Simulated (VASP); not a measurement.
# ZnS (F-43m) in VASP: a series of runs

The runs below take ZnS through single point, with PBE.

Program: VASP 6.6.1. These are calculated values, not measurements. Logs are shortened: lines on timing, memory, paths and dates and some standing lists are left out, and cuts for length are marked.

### 1 The cell of the first run

It takes space group F-43m (No. 216, cubic). Conventional cell: a = 5.404 Å, b = 5.404 Å, c = 5.404 Å, α = 90.00°, β = 90.00°, γ = 90.00°. Within 3.1 Å of Zn (site symmetry -43m) lie 4 S at 2.34 Å. Within 3.1 Å of S (site symmetry -43m) lie 4 Zn at 2.34 Å.

### 2 Single point, PBE

Input file INCAR:

```
SYSTEM = ZnS
PREC = Accurate
ENCUT = 500
EDIFF = 1E-6
ISMEAR = 0
SIGMA = 0.01
LREAL = .FALSE.
LASPH = .TRUE.
NELM = 120
ALGO = Normal
ISIF = 2
LWAVE = .FALSE.
LCHARG = .FALSE.
GGA = PE
NBANDS = 16
GGA_COMPAT = .FALSE.
```

Input file KPOINTS:

```
Automatic mesh
0
G
  6 6 6
  0 0 0
```

Input file POSCAR:

```
ZnS
1.0
    0.0000000000      2.7020000000      2.7020000000
    2.7020000000      0.0000000000      2.7020000000
    2.7020000000      2.7020000000      0.0000000000
Zn S
1 1
Direct
    0.7500000000      0.7500000000      0.7500000000
    0.0000000000      0.0000000000      0.0000000000
```

Potentials or basis: VASP PAW PBE potentials, release 64 (Zn, S).

The run is started by

```bash
$ cat potpaw_PBE.64/Zn/POTCAR potpaw_PBE.64/S/POTCAR > POTCAR
$ mpirun -np 1 vasp_std > vasp.out
```

OUTCAR:

```text
SYSTEM = ZnS
   PREC = Accurate
   ENCUT = 500
   EDIFF = 1E-6
   ISMEAR = 0
   LREAL = .FALSE.
   LASPH = .TRUE.
   NELM = 120
   ISIF = 2
   GGA = PE

 ion  position               nearest neighbor table
   1  0.750  0.750  0.750-   2 2.34   2 2.34   2 2.34   2 2.34
   2  0.000  0.000  0.000-   1 2.34   1 2.34   1 2.34   1 2.34

  LATTYP: Found a face centered cubic cell.
 ALAT       =     5.4040000000

  Lattice vectors:

 A1 = (   0.0000000000,   2.7020000000,   2.7020000000)
 A2 = (   2.7020000000,   0.0000000000,   2.7020000000)
 A3 = (   2.7020000000,   2.7020000000,   0.0000000000)

Analysis of symmetry for initial positions (statically):
=====================================================================
 Subroutine PRICEL returns:
 Original cell was already a primitive cell.

 Routine SETGRP: Setting up the symmetry group for a
 face centered cubic supercell.

 Subroutine GETGRP returns: Found 24 space group operations
 (whereof 24 operations were pure point group operations)
 out of a pool of 48 trial point group operations.

The static configuration has the point symmetry T_d .

Analysis of symmetry for dynamics (positions and initial velocities):
=====================================================================
 Subroutine PRICEL returns:
 Original cell was already a primitive cell.

 Routine SETGRP: Setting up the symmetry group for a
 face centered cubic supercell.

 Subroutine GETGRP returns: Found 24 space group operations
 (whereof 24 operations were pure point group operations)
 out of a pool of 48 trial point group operations.

The dynamic configuration has the point symmetry T_d .

 Subroutine INISYM returns: Found 24 space group operations
 (whereof 24 operations are pure point group operations),
 and found     1 'primitive' translations

----------------------------------------------------------------------------------------

                                     Primitive cell

  volume of cell :      39.4535

  direct lattice vectors                    reciprocal lattice vectors
     0.000000000  2.702000000  2.702000000    -0.185048113  0.185048113  0.185048113
     2.702000000  0.000000000  2.702000000     0.185048113 -0.185048113  0.185048113
     2.702000000  2.702000000  0.000000000     0.185048113  0.185048113 -0.185048113

  length of vectors
     3.821205046  3.821205046  3.821205046     0.320512733  0.320512733  0.320512733

  position of ions in fractional coordinates (direct lattice)
     0.750000000  0.750000000  0.750000000
     0.000000000  0.000000000  0.000000000

  ion indices of the primitive-cell ions
   primitive index   ion index
                 1           1
                 2           2

----------------------------------------------------------------------------------------

 KPOINTS: Automatic mesh

Automatic generation of k-mesh.
 Grid dimensions read from file:
 generate k-points for:    6    6    6

 Generating k-lattice:

  Cartesian coordinates                     Fractional coordinates (reciprocal lattice)
    -0.030841352  0.030841352  0.030841352     0.166666667  0.000000000  0.000000000
     0.030841352 -0.030841352  0.030841352     0.000000000  0.166666667  0.000000000
     0.030841352  0.030841352 -0.030841352     0.000000000  0.000000000  0.166666667

  Length of vectors
     0.053418789  0.053418789  0.053418789

  Shift w.r.t. Gamma in fractional coordinates (k-lattice)
     0.000000000  0.000000000  0.000000000

 Subroutine IBZKPT returns following result:
 ===========================================

 Found     16 irreducible k-points:

 Following reciprocal coordinates:
            Coordinates               Weight
  0.000000  0.000000  0.000000      1.000000
  0.166667  0.000000  0.000000      8.000000
  0.333333  0.000000  0.000000      8.000000
  0.500000  0.000000  0.000000      4.000000
  0.166667  0.166667  0.000000      6.000000
  0.333333  0.166667  0.000000     24.000000
[... 8 lines left out ...]
 -0.333333  0.333333  0.166667     24.000000
 -0.333333  0.500000  0.166667     12.000000
   k-points           NKPTS =     16   k-points in BZ     NKDIM =     16   number of bands    NBANDS=     16
   number of dos      NEDOS =    301   number of ions     NIONS =      2
   total plane-waves  NPLWV =  21952
   dimension x,y,z NGX =    28 NGY =   28 NGZ =   28
   dimension x,y,z NGXF=    56 NGYF=   56 NGZF=   56
   ions per type =               1   1
   NGX,Y,Z   is equivalent  to a cutoff of  12.18, 12.18, 12.18 a.u.
   NGXF,Y,Z  is equivalent  to a cutoff of  24.36, 24.36, 24.36 a.u.
 SYSTEM =  ZnS
   PREC   = accura    normal or accurate (medium, high low for compatibility)
   ISTART =      0    job   : 0-new  1-cont  2-samecut
   ICHARG =      2    charge: 1-file 2-atom 10-const
   ISPIN  =      1    spin polarized calculation?
   LNONCOLLINEAR =      F non collinear calculations
   LSORBIT =      F    spin-orbit coupling
   LASPH  =      T    aspherical Exc in radial PAW
   ENCUT  =  500.0 eV  36.75 Ry    6.06 a.u.   6.97  6.97  6.97*2*pi/ulx,y,z
   NELM   =    120;   NELMIN=  2; NELMDL= -5     # of ELM steps
   EDIFF  = 0.1E-05   stopping-criterion for ELM
   LREAL  =      F    real-space projection
   EDIFFG = 0.1E-04   stopping-criterion for IOM
   NSW    =      0    number of steps for IOM
   IBRION =     -1    ionic relax: 0-MD 1-quasi-New 2-CG
   NFREE  =      0    steps in history (QN), initial steepest desc. (CG)
   ISIF   =      2    stress and relaxation
   ISYM   =      2    0-nonsym 1-usesym 2-fastsym
   POTIM  = 0.5000    time-step for ionic-motion
   TEBEG  =    0.0;   TEEND  =   0.0 temperature during run
   PSTRESS=    0.0 pullay stress
   NELECT =      18.0000    total number of electrons
   NUPDOWN=      -1.0000    fix difference up-down
   EMIN   =  10.00;   EMAX   =-10.00  energy-range for DOS
   EFERMI =   0.00;   METHOD = LEGACY
   ISMEAR =     0;   SIGMA  =   0.01  broadening in eV -4-tet -1-fermi 0-gaus
   EFERMI_NEDOS =   21; number of points for ismear=-14 and -15
   IALGO  =     38    algorithm
   IMIX   =      4    mixing-type and parameters
     AMIX     =   0.40;   BMIX     =  1.00
     AMIX_MAG =   1.60;   BMIX_MAG =  1.00
  volume/ion in A,a.u.               =      19.73       133.12
  Fermi-wavevector in a.u.,A,eV,Ry     =   1.260290  2.381602 21.610537  1.588330
  Thomas-Fermi vector in A             =   2.393807
   LORBIT       =      0    0 simple, 1 ext, 2 COOP (PROOUT), +10 PAW based schemes
   GGA     = PE    functional components
   LHFCALC =     F    Hartree Fock is set to
   AEXX    =    0.0000 exact exchange contribution
   IVDW    =     0    specifies the selected vdW correction
   LEPSILON=     F    determine dielectric tensor
   LRPA    =     F    only Hartree local field effects (RPA)
 non-spin polarized calculation
 Gauss-broadening in eV      SIGMA  =   0.01
  energy-cutoff  :      500.00
  volume of cell :       39.45
 maximum number of plane-waves:      1018
   NGX = 13   NGY = 13   NGZ = 13

 number of electron      18.0000000 magnetization

 Free energy of the ion-electron system (eV)
  ---------------------------------------------------
  ext. energy  EPLUGINS =         0.00000000
  ---------------------------------------------------
  free energy    TOTEN  =        -6.84398069 eV

  energy without entropy =       -6.84398069  energy(sigma->0) =       -6.84398069

 E-fermi :   2.1635     XC(G=0):  -9.6293

 val. band max:        2.1093310622   @ k =   0.0000   0.0000   0.0000
 cond. band min:       4.2223835150   @ k =   0.0000   0.0000   0.0000
 fundamental gap:      2.1130524529
 Fermi energy:         2.1635259735

 k-point     1 :       0.0000    0.0000    0.0000
  band No.  band energies     occupation
      1     -11.0309      2.00000
      2      -4.2319      2.00000
      3      -4.2319      2.00000
      4      -4.2319      2.00000
      5      -3.7339      2.00000
      6      -3.7339      2.00000
[... 8 lines left out ...]
     15      13.8711      0.00000
     16      13.9787      0.00000

 k-point     2 :       0.1667    0.0000    0.0000
  band No.  band energies     occupation
      1     -10.8285      2.00000
      2      -4.2246      2.00000
      3      -4.1966      2.00000
      4      -4.1966      2.00000
      5      -3.7358      2.00000
      6      -3.7358      2.00000
[... 8 lines left out ...]
     15      13.0852      0.00000
     16      14.8124      0.00000

 k-point     3 :       0.3333    0.0000    0.0000
  band No.  band energies     occupation
      1     -10.3693      2.00000
      2      -4.1378      2.00000
      3      -4.1378      2.00000
      4      -4.0673      2.00000
      5      -3.7221      2.00000
      6      -3.7221      2.00000
[... 8 lines left out ...]
     15      13.6947      0.00000
     16      13.9757      0.00000

 k-point     4 :       0.5000    0.0000    0.0000
  band No.  band energies     occupation
      1     -10.1036      2.00000
      2      -4.1169      2.00000
      3      -4.1169      2.00000
      4      -3.7036      2.00000
      5      -3.7036      2.00000
      6      -3.5311      2.00000
[... 8 lines left out ...]
     15      15.5166      0.00000
     16      15.5166      0.00000

 k-point     5 :       0.1667    0.1667    0.0000
  band No.  band energies     occupation
      1     -10.7608      2.00000
      2      -4.2629      2.00000
      3      -4.1634      2.00000
      4      -4.1634      2.00000
      5      -3.7605      2.00000
      6      -3.7151      2.00000
[... 8 lines left out ...]
     15      14.2252      0.00000
     16      16.1051      0.00000

 k-point     6 :       0.3333    0.1667    0.0000
  band No.  band energies     occupation
      1     -10.3830      2.00000
      2      -4.2189      2.00000
      3      -4.0929      2.00000
      4      -4.0782      2.00000
      5      -3.7527      2.00000
      6      -3.6988      2.00000
[... 8 lines left out ...]
     15      14.6622      0.00000
     16      16.1139      0.00000

 k-point     7 :       0.5000    0.1667    0.0000
  band No.  band energies     occupation
      1     -10.0343      2.00000
      2      -4.1237      2.00000
      3      -4.0625      2.00000
      4      -3.8321      2.00000
      5      -3.6981      2.00000
      6      -3.5759      2.00000
[... 8 lines left out ...]
     15      15.5574      0.00000
     16      16.1387      0.00000

 k-point     8 :      -0.3333    0.1667    0.0000
  band No.  band energies     occupation
      1     -10.1235      2.00000
      2      -4.1122      2.00000
      3      -4.0864      2.00000
      4      -3.8996      2.00000
      5      -3.7365      2.00000
      6      -3.6693      2.00000
[... 8 lines left out ...]
     15      15.1515      0.00000
     16      16.2433      0.00000

 k-point     9 :      -0.1667    0.1667    0.0000
  band No.  band energies     occupation
      1     -10.5366      2.00000
      2      -4.1862      2.00000
      3      -4.1526      2.00000
      4      -4.1358      2.00000
      5      -3.7547      2.00000
      6      -3.7096      2.00000
[... 8 lines left out ...]
     15      14.0874      0.00000
     16      16.4893      0.00000

 k-point    10 :       0.3333    0.3333    0.0000
  band No.  band energies     occupation
      1     -10.1472      2.00000
      2      -4.2786      2.00000
      3      -3.9953      2.00000
      4      -3.9953      2.00000
      5      -3.7442      2.00000
      6      -3.6774      2.00000
[... 8 lines left out ...]
     15      15.1496      0.00000
     16      19.2432      0.00000

 k-point    11 :       0.5000    0.3333    0.0000
  band No.  band energies     occupation
      1      -9.8789      2.00000
      2      -4.1955      2.00000
      3      -3.9469      2.00000
      4      -3.9071      2.00000
      5      -3.6784      2.00000
      6      -3.5515      2.00000
[... 8 lines left out ...]
     15      15.7507      0.00000
     16      16.9815      0.00000

 k-point    12 :      -0.3333    0.3333    0.0000
  band No.  band energies     occupation
      1      -9.8701      2.00000
      2      -4.1227      2.00000
      3      -3.9896      2.00000
      4      -3.7923      2.00000
      5      -3.7189      2.00000
      6      -3.4547      2.00000
[... 8 lines left out ...]
     15      13.8037      0.00000
     16      18.6273      0.00000

 k-point    13 :       0.5000    0.5000    0.0000
  band No.  band energies     occupation
      1      -9.7915      2.00000
      2      -4.2584      2.00000
      3      -3.8891      2.00000
      4      -3.8891      2.00000
      5      -3.6585      2.00000
      6      -3.5175      2.00000
[... 8 lines left out ...]
     15      15.8253      0.00000
     16      16.6502      0.00000

 k-point    14 :       0.5000    0.3333    0.1667
  band No.  band energies     occupation
      1     -10.0508      2.00000
      2      -4.1393      2.00000
      3      -4.0525      2.00000
      4      -3.9352      2.00000
      5      -3.7108      2.00000
      6      -3.6587      2.00000
[... 8 lines left out ...]
     15      16.0630      0.00000
     16      16.6795      0.00000

 k-point    15 :      -0.3333    0.3333    0.1667
  band No.  band energies     occupation
      1      -9.8700      2.00000
      2      -4.0988      2.00000
      3      -4.0111      2.00000
      4      -3.7864      2.00000
      5      -3.7438      2.00000
      6      -3.4208      2.00000
[... 8 lines left out ...]
     15      15.8508      0.00000
     16      16.5339      0.00000

 k-point    16 :      -0.3333    0.5000    0.1667
  band No.  band energies     occupation
      1      -9.7871      2.00000
      2      -4.1401      2.00000
      3      -3.9379      2.00000
      4      -3.8502      2.00000
      5      -3.7109      2.00000
      6      -3.3796      2.00000
[... 8 lines left out ...]
     15      16.0175      0.00000
     16      16.9656      0.00000

------------------------ aborting loop because EDIFF is reached ----------------------------------------

  FORCE on cell =-STRESS in cart. coord.  units (eV):
  Direction    XX          YY          ZZ          XY          YZ          ZX
  --------------------------------------------------------------------------------------
  -------------------------------------------------------------------------------------
  Total        0.4355255      0.4355255      0.4355255      0.0000000      0.0000000      0.0000000
  in kB       17.6863453     17.6863453     17.6863453      0.0000000      0.0000000      0.0000000
  external PRESSURE =      17.6863453 kB  Pullay stress =       0.0000000 kB

 VOLUME and BASIS-vectors are now :
 -----------------------------------------------------------------------------
  energy-cutoff  :      500.00
  volume of cell :       39.45
      direct lattice vectors                 reciprocal lattice vectors
     0.000000000  2.702000000  2.702000000    -0.185048113  0.185048113  0.185048113
     2.702000000  0.000000000  2.702000000     0.185048113 -0.185048113  0.185048113
     2.702000000  2.702000000  0.000000000     0.185048113  0.185048113 -0.185048113

 POSITION                                       TOTAL-FORCE (eV/Angst)
 -----------------------------------------------------------------------------------
      4.05300      4.05300      4.05300         0.000000     -0.000000      0.000000
      0.00000      0.00000      0.00000        -0.000000      0.000000     -0.000000
 -----------------------------------------------------------------------------------
    total drift:                                0.000000      0.000000      0.000000

  FREE ENERGIE OF THE ION-ELECTRON SYSTEM (eV)
  ---------------------------------------------------
  free  energy   TOTEN  =        -6.8439806919 eV

  energy  without entropy=       -6.8439806919  energy(sigma->0) =       -6.84398069
```

Wall time 18 s (1 thread of Intel Xeon Platinum 8375C at 2.90GHz (Ice Lake), shared host); peak memory 0.15 GiB.

What came out:

```yaml
Free_energy: -6.8440 eV
Pressure: 1.8 GPa
Band_gap_on_the_k_mesh: 2.11 eV
```

Levels at points of the mesh, in eV from the valence-band top:
```csv
k point,band 7,band 8,band 9,band 10,band 11,band 12
"(0.00, 0.00, 0.00)",0.00,0.00,0.00,2.11,6.39,6.39
"(0.50, 0.00, 0.00)",-5.29,-0.87,-0.87,3.31,6.93,6.93
"(0.50, 0.50, 0.00)",-4.56,-2.22,-2.22,3.41,4.07,10.98
```

### 3 Single point, PBE

Input file INCAR:

```
PREC = Accurate
ENCUT = 500
EDIFF = 1E-6
ISMEAR = 0
SIGMA = 0.01
LREAL = False
LASPH = True
NELM = 120
ALGO = Normal
ISIF = 2
LWAVE = False
LCHARG = True
GGA = PE
LELF = True
LVHAR = True
NBANDS = 16
GGA_COMPAT = False
```

Input file KPOINTS:

```
regular mesh
0
Gamma
  6 6 6
```

POSCAR is that of step 2.

Potentials or basis: VASP PAW PBE potentials, release 64 (Zn, S).

The run is started by

```bash
$ cat potpaw_PBE.64/Zn/POTCAR potpaw_PBE.64/S/POTCAR > POTCAR
$ mpirun -np 1 vasp_std > vasp.out
```

It took 13 s on 1 thread of Intel Xeon Platinum 8375C at 2.90GHz (Ice Lake), shared host; peak memory 0.15 GiB.

Results (log left out):

- Free energy: -6.8440 eV
- Pressure: 1.8 GPa
- Band gap on the k mesh: 2.11 eV

Levels at points of the mesh, in eV from the valence-band top:
```csv
k point,band 5,band 6,band 7,band 8,band 9,band 10,band 11,band 12,band 13,band 14
"(0.00, 0.00, 0.00)",-5.84,-5.84,0.00,0.00,0.00,2.11,6.39,6.39,6.39,11.76
"(0.50, 0.00, 0.00)",-5.81,-5.64,-5.29,-0.87,-0.87,3.31,6.93,6.93,8.88,12.17
"(0.50, 0.50, 0.00)",-5.77,-5.63,-4.56,-2.22,-2.22,3.41,4.07,10.98,11.97,11.97
```
